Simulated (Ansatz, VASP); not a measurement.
BP: VASP beside Ansatz

```xyz
2
Lattice="0.0000 2.2236 2.3626 2.2236 0.0000 2.3626 2.2236 2.2236 0.0000" Properties=species:S:1:pos:R:3 pbc="T T T"
B     0.0000    0.0000    0.0000
P     1.1118    1.1118    1.1813
```

Alike in both runs: task single point; functional RPBE; k mesh 7 × 7 × 7; occupations fermi-dirac, width 0.02 eV; no spin polarisation.

|  | VASP | Ansatz |
| --- | --- | --- |
| version | VASP 6.6.1 | Ansatz 0.2.0 |
| potentials or method | VASP PAW PBE potentials, release 64 (B, P), cutoff 500 eV | plane waves, PAW |
| valence electrons in the cell | 8 | 8 |

VASP gave:

```
gap on the k mesh at the Fermi level (eV) : 0.80
```

Q: Which values does Ansatz return?

A: gap on the k mesh at the Fermi level (eV): 0.81.

VASP's potentials were made for PBE, not for RPBE. With one functional, cell and mesh, what is left measures potentials, basis and numerics.
